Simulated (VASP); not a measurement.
# AgBr (rocksalt type) (Fm-3m) in VASP: further runs, part 2 of 3

VASP 6.6.1.

## (3) Single point, PBE

This run uses another cell than the first one, of 24.91 Å³/atom, 1.026 times its volume.

Contents of INCAR:

```
SYSTEM = AgBr
PREC = Accurate
ENCUT = 500
EDIFF = 1E-6
ISMEAR = -1
SIGMA = 0.03
LREAL = .FALSE.
LASPH = .TRUE.
NELM = 120
ALGO = Normal
ISIF = 2
LWAVE = .FALSE.
LCHARG = .TRUE.
GGA = PE
LELF = .TRUE.
LVHAR = .TRUE.
NBANDS = 16
GGA_COMPAT = .FALSE.
```

Contents of KPOINTS:

```
Automatic mesh
0
G
  13 13 13
  0 0 0
```

Contents of POSCAR:

```
AgBr
1.0
    0.0000000000      2.9204479494      2.9204479494
    2.9204479494      0.0000000000      2.9204479494
    2.9204479494      2.9204479494      0.0000000000
Ag Br
1 1
Direct
    0.0000000000      0.0000000000      0.0000000000
    0.5000000000      0.5000000000      0.5000000000
```

Potentials or basis: VASP PAW PBE potentials, release 64 (Ag, Br).

Started as:

```
cat potpaw_PBE.64/Ag/POTCAR potpaw_PBE.64/Br/POTCAR > POTCAR
mpirun -np 1 vasp_std > vasp.out
```

OUTCAR:

```text
SYSTEM = AgBr
   PREC = Accurate
   ENCUT = 500
   EDIFF = 1E-6
   ISMEAR = -1
   LREAL = .FALSE.
   LASPH = .TRUE.
   NELM = 120
   ISIF = 2
   GGA = PE

 ion  position               nearest neighbor table
   1  0.000  0.000  0.000-   2 2.92   2 2.92   2 2.92   2 2.92   2 2.92   2 2.92
   2  0.500  0.500  0.500-   1 2.92   1 2.92   1 2.92   1 2.92   1 2.92   1 2.92

  LATTYP: Found a face centered cubic cell.
 ALAT       =     5.8408958988

  Lattice vectors:

 A1 = (   0.0000000000,   2.9204479494,   2.9204479494)
 A2 = (   2.9204479494,   0.0000000000,   2.9204479494)
 A3 = (   2.9204479494,   2.9204479494,   0.0000000000)

Analysis of symmetry for initial positions (statically):
=====================================================================
 Subroutine PRICEL returns:
 Original cell was already a primitive cell.

 Routine SETGRP: Setting up the symmetry group for a
 face centered cubic supercell.

 Subroutine GETGRP returns: Found 48 space group operations
 (whereof 48 operations were pure point group operations)
[... 157 lines left out ...]
  ---------------------------------------------------
  ext. energy  EPLUGINS =         0.00000000
  ---------------------------------------------------
  free energy    TOTEN  =        -5.00035350 eV

  energy without entropy =       -5.00035346  energy(sigma->0) =       -5.00035348

 E-fermi :   3.3922     XC(G=0):  -9.5966

 val. band max:        2.9786696835   @ k =   0.4615   0.0000   0.0000
 cond. band min:       3.6851575218   @ k =   0.0000   0.0000   0.0000
 fundamental gap:      0.7064878382
 Fermi energy:         3.3922109606

 k-point     1 :       0.0000    0.0000    0.0000
  band No.  band energies     occupation
      1     -11.7570      2.00000
      2       0.4113      2.00000
      3       0.4113      2.00000
      4       0.4117      2.00000
      5       0.4117      2.00000
      6       0.4117      2.00000
[... 433 lines left out ...]
      3      -0.7870      2.00000
      4      -0.6580      2.00000
      5       0.5886      2.00000
      6       0.6932      2.00000
[... 8 lines left out ...]
     15      16.5006      0.00000
     16      16.5310      0.00000

 [... further k-points ...]
[... 5 lines left out ...]
  --------------------------------------------------------------------------------------
  -------------------------------------------------------------------------------------
  Total       -0.0107687     -0.0107687     -0.0107687      0.0000000     -0.0000000     -0.0000000
  in kB       -0.3463354     -0.3463354     -0.3463354      0.0000000     -0.0000000     -0.0000000
  external PRESSURE =      -0.3463354 kB  Pullay stress =       0.0000000 kB

 VOLUME and BASIS-vectors are now :
 -----------------------------------------------------------------------------
  energy-cutoff  :      500.00
  volume of cell :       49.82
      direct lattice vectors                 reciprocal lattice vectors
     0.000000000  2.920447949  2.920447949    -0.171206612  0.171206612  0.171206612
     2.920447949  0.000000000  2.920447949     0.171206612 -0.171206612  0.171206612
     2.920447949  2.920447949  0.000000000     0.171206612  0.171206612 -0.171206612

 POSITION                                       TOTAL-FORCE (eV/Angst)
 -----------------------------------------------------------------------------------
      0.00000      0.00000      0.00000         0.000000     -0.000000     -0.000000
      2.92045      2.92045      2.92045        -0.000000      0.000000      0.000000
 -----------------------------------------------------------------------------------
    total drift:                               -0.000000      0.000000      0.000000

  FREE ENERGIE OF THE ION-ELECTRON SYSTEM (eV)
  ---------------------------------------------------
  free  energy   TOTEN  =        -5.0003534996 eV

  energy  without entropy=       -5.0003534585  energy(sigma->0) =       -5.00035348
```

It took 27 s on 1 thread of AMD EPYC 9R45 (Zen 5), shared host; peak memory 0.18 GiB.

Results:

```
Free energy            : -5.0004 eV
Pressure               : 0.0 GPa
Band gap on the k mesh : 0.71 eV, indirect (least direct gap 2.44 eV)
```

Levels at points of the mesh, in eV from the valence-band top:
```tsv
k point	band 7	band 8	band 9	band 10	band 11	band 12
(0.00, 0.00, 0.00)	-1.73	-1.73	-1.73	0.71	9.95	9.95
```

## (4) Single point, PBE (volume scaled by 1.025)

Contents of INCAR:

```
  ALGO = Normal
  EDIFF = 1E-6
  ENCUT = 500
  GGA = PE
  GGA_COMPAT = False
  ISIF = 2
  ISMEAR = -1
  LASPH = True
  LCHARG = False
  LREAL = False
  LWAVE = False
  NBANDS = 16
  NELM = 120
  PREC = Accurate
  SIGMA = 0.03
```

Contents of KPOINTS:

```
k-points
0
Gamma
  13 13 13
```

Contents of POSCAR:

```
AgBr
1.0
    0.0000000000      2.9445849775      2.9445849775
    2.9445849775      0.0000000000      2.9445849775
    2.9445849775      2.9445849775      0.0000000000
Ag Br
1 1
Direct
    0.0000000000      0.0000000000      0.0000000000
    0.5000000000      0.5000000000      0.5000000000
```

Started as:

```
cat potpaw_PBE.64/Ag/POTCAR potpaw_PBE.64/Br/POTCAR > POTCAR
mpirun -np 1 vasp_std > vasp.out
```

It took 25 s on 1 thread of AMD EPYC 9R45 (Zen 5), shared host; peak memory 0.19 GiB.

The run converged. Its results:

```yaml
Free_energy: -4.9966 eV
Pressure: -0.9 GPa
Band_gap_on_the_k_mesh: 0.72 eV, indirect (least direct gap 2.36 eV)
```

Levels at points of the mesh, in eV from the valence-band top:
```tsv
k point	band 5	band 6	band 7	band 8	band 9	band 10	band 11	band 12	band 13	band 14
(0.00, 0.00, 0.00)	-2.48	-2.48	-1.65	-1.65	-1.65	0.72	9.95	9.95	9.95	11.31
```

Caveat: the cell differs from its parent crystal (volume scaled by 1.025). A k mesh can miss the band edges.

## (5) Single point, PBE (volume scaled by 1.05)

Contents of INCAR:

```
ALGO     = Normal         # electronic algorithm
EDIFF    = 1E-6           # SCF threshold, eV
ENCUT    = 500            # plane-wave cutoff, eV
GGA      = PE             # functional
GGA_COMPAT= F            
ISIF     = 2              # what is computed and relaxed
ISMEAR   = -1             # smearing method
LASPH    = T              # aspherical terms in the spheres
LCHARG   = F              # write CHGCAR
LREAL    = F              # projectors in reciprocal space
LWAVE    = F              # write WAVECAR
NBANDS   = 16             # bands
NELM     = 120            # most SCF steps
PREC     = Accurate       # precision mode
SIGMA    = 0.03           # smearing width, eV
```

KPOINTS is that of step 4.

Contents of POSCAR:

```
AgBr
1.0
    0.0000000000      2.9683326561      2.9683326561
    2.9683326561      0.0000000000      2.9683326561
    2.9683326561      2.9683326561      0.0000000000
Ag Br
1 1
Direct
    0.0000000000      0.0000000000      0.0000000000
    0.5000000000      0.5000000000      0.5000000000
```

Potentials or basis: VASP PAW PBE potentials, release 64 (Ag, Br).

Started as:

```
cat potpaw_PBE.64/Ag/POTCAR potpaw_PBE.64/Br/POTCAR > POTCAR
mpirun -np 1 vasp_std > vasp.out
```

OUTCAR:

```text
EDIFF = 1E-6
   ENCUT = 500
   GGA = PE
   ISIF = 2
   ISMEAR = -1
   LASPH = T
   LREAL = F
   NELM = 120
   PREC = Accurate

 ion  position               nearest neighbor table
   1  0.000  0.000  0.000-   2 2.97   2 2.97   2 2.97   2 2.97   2 2.97   2 2.97
   2  0.500  0.500  0.500-   1 2.97   1 2.97   1 2.97   1 2.97   1 2.97   1 2.97

  LATTYP: Found a face centered cubic cell.
 ALAT       =     5.9366653122

  Lattice vectors:

 A1 = (   0.0000000000,   2.9683326561,   2.9683326561)
 A2 = (   2.9683326561,   0.0000000000,   2.9683326561)
 A3 = (   2.9683326561,   2.9683326561,   0.0000000000)

Analysis of symmetry for initial positions (statically):
=====================================================================
 Subroutine PRICEL returns:
 Original cell was already a primitive cell.

 Routine SETGRP: Setting up the symmetry group for a
 face centered cubic supercell.

 Subroutine GETGRP returns: Found 48 space group operations
 (whereof 48 operations were pure point group operations)
 out of a pool of 48 trial point group operations.

The static configuration has the point symmetry O_h .

Analysis of symmetry for dynamics (positions and initial velocities):
=====================================================================
 Subroutine PRICEL returns:
 Original cell was already a primitive cell.

 Routine SETGRP: Setting up the symmetry group for a
 face centered cubic supercell.

 Subroutine GETGRP returns: Found 48 space group operations
 (whereof 48 operations were pure point group operations)
 out of a pool of 48 trial point group operations.

The dynamic configuration has the point symmetry O_h .

 Subroutine INISYM returns: Found 48 space group operations
 (whereof 48 operations are pure point group operations),
[... 104 lines left out ...]
   POTIM  = 0.5000    time-step for ionic-motion
   TEBEG  =    0.0;   TEEND  =   0.0 temperature during run
   PSTRESS=    0.0 pullay stress
   NELECT =      18.0000    total number of electrons
   NUPDOWN=      -1.0000    fix difference up-down
   EMIN   =  10.00;   EMAX   =-10.00  energy-range for DOS
   EFERMI =   0.00;   METHOD = LEGACY
   ISMEAR =    -1;   SIGMA  =   0.03  broadening in eV -4-tet -1-fermi 0-gaus
   EFERMI_NEDOS =   21; number of points for ismear=-14 and -15
   IALGO  =     38    algorithm
   IMIX   =      4    mixing-type and parameters
     AMIX     =   0.40;   BMIX     =  1.00
     AMIX_MAG =   1.60;   BMIX_MAG =  1.00
  volume/ion in A,a.u.               =      26.15       176.50
  Fermi-wavevector in a.u.,A,eV,Ry     =   1.147210  2.167913 17.906517  1.316092
  Thomas-Fermi vector in A             =   2.283891
   LORBIT       =      0    0 simple, 1 ext, 2 COOP (PROOUT), +10 PAW based schemes
   GGA     = PE    functional components
   LHFCALC =     F    Hartree Fock is set to
   AEXX    =    0.0000 exact exchange contribution
   IVDW    =     0    specifies the selected vdW correction
   LEPSILON=     F    determine dielectric tensor
   LRPA    =     F    only Hartree local field effects (RPA)
 non-spin polarized calculation
  energy-cutoff  :      500.00
  volume of cell :       52.31
 maximum number of plane-waves:      1363
   NGX = 15   NGY = 15   NGZ = 15

 number of electron      18.0000003 magnetization

 Free energy of the ion-electron system (eV)
  ---------------------------------------------------
  ext. energy  EPLUGINS =         0.00000000
  ---------------------------------------------------
  free energy    TOTEN  =        -4.98651704 eV

  energy without entropy =       -4.98651701  energy(sigma->0) =       -4.98651702

 E-fermi :   2.8555     XC(G=0):  -9.3531

 val. band max:        2.4295723147   @ k =   0.4615   0.0000   0.0000
 cond. band min:       3.1584295084   @ k =   0.0000   0.0000   0.0000
 fundamental gap:      0.7288571936
 Fermi energy:         2.8555059852

 k-point     1 :       0.0000    0.0000    0.0000
  band No.  band energies     occupation
      1     -12.0228      2.00000
      2       0.0353      2.00000
      3       0.0353      2.00000
      4       0.0358      2.00000
      5       0.0358      2.00000
      6       0.0358      2.00000
[... 433 lines left out ...]
      3      -1.0568      2.00000
      4      -0.9406      2.00000
      5       0.1919      2.00000
      6       0.2836      2.00000
[... 8 lines left out ...]
     15      15.8372      0.00000
     16      15.9214      0.00000

 [... further k-points ...]
[... 5 lines left out ...]
  --------------------------------------------------------------------------------------
  -------------------------------------------------------------------------------------
  Total       -0.5507233     -0.5507233     -0.5507233      0.0000000      0.0000000      0.0000000
  in kB      -16.8684950    -16.8684950    -16.8684950      0.0000000      0.0000000      0.0000000
  external PRESSURE =     -16.8684950 kB  Pullay stress =       0.0000000 kB

 VOLUME and BASIS-vectors are now :
 -----------------------------------------------------------------------------
  energy-cutoff  :      500.00
  volume of cell :       52.31
      direct lattice vectors                 reciprocal lattice vectors
     0.000000000  2.968332656  2.968332656    -0.168444732  0.168444732  0.168444732
     2.968332656  0.000000000  2.968332656     0.168444732 -0.168444732  0.168444732
     2.968332656  2.968332656  0.000000000     0.168444732  0.168444732 -0.168444732

 POSITION                                       TOTAL-FORCE (eV/Angst)
 -----------------------------------------------------------------------------------
      0.00000      0.00000      0.00000         0.000000      0.000000     -0.000000
      2.96833      2.96833      2.96833        -0.000000     -0.000000      0.000000
 -----------------------------------------------------------------------------------
    total drift:                                0.000000     -0.000000     -0.000000

  FREE ENERGIE OF THE ION-ELECTRON SYSTEM (eV)
  ---------------------------------------------------
  free  energy   TOTEN  =        -4.9865170399 eV

  energy  without entropy=       -4.9865170095  energy(sigma->0) =       -4.98651702
```

OSZICAR:

```text
N       E                     dE             d eps       ncg     rms          rms(c)
DAV:   1     0.930928272061E+02    0.93093E+02   -0.81179E+03  2776   0.954E+02
DAV:   2    -0.177468423025E+01   -0.94868E+02   -0.88074E+02  3344   0.206E+02
DAV:   3    -0.509726952912E+01   -0.33226E+01   -0.33159E+01  3240   0.401E+01
DAV:   4    -0.511574289738E+01   -0.18473E-01   -0.18473E-01  3472   0.325E+00
DAV:   5    -0.511592642268E+01   -0.18353E-03   -0.18352E-03  3320   0.316E-01    0.450E+00
DAV:   6    -0.499096986620E+01    0.12496E+00   -0.18271E-01  3448   0.599E+00    0.301E+00
DAV:   7    -0.498631179944E+01    0.46581E-02   -0.66444E-02  2944   0.169E+00    0.137E+00
DAV:   8    -0.498639660120E+01   -0.84802E-04   -0.47010E-03  3312   0.683E-01    0.266E-01
DAV:   9    -0.498647606267E+01   -0.79461E-04   -0.51957E-04  3304   0.265E-01    0.398E-02
DAV:  10    -0.498650966875E+01   -0.33606E-04   -0.58653E-05  3504   0.931E-02    0.262E-02
DAV:  11    -0.498651723793E+01   -0.75692E-05   -0.15216E-05  3232   0.301E-02    0.615E-03
DAV:  12    -0.498651703990E+01    0.19802E-06   -0.93682E-07  2336   0.918E-03
   1 F= -.49865170E+01 E0= -.49865170E+01  d E =-.303595E-07
```

stdout:

```text
POSCAR found type information on POSCAR AgBr
 POSCAR found :  2 types and       2 ions
 scaLAPACK will be used
 LDA part: xc-table for (Slater+PW92), standard interpolation
 POSCAR, INCAR and KPOINTS ok, starting setup
 FFT: planning ... GRIDC
 FFT: planning ... GRID_SOFT
 FFT: planning ... GRID
 WAVECAR not read
 entering main loop
```

Wall time 26 s (1 thread of AMD EPYC 9R45 (Zen 5), shared host); peak memory 0.19 GiB.

Results:

```
Free energy            : -4.9865 eV
Pressure               : -1.7 GPa
Band gap on the k mesh : 0.73 eV, indirect (least direct gap 2.30 eV)
```

Caveat: the cell differs from its parent crystal (volume scaled by 1.05).

(Part 2 of 3 ends here.)
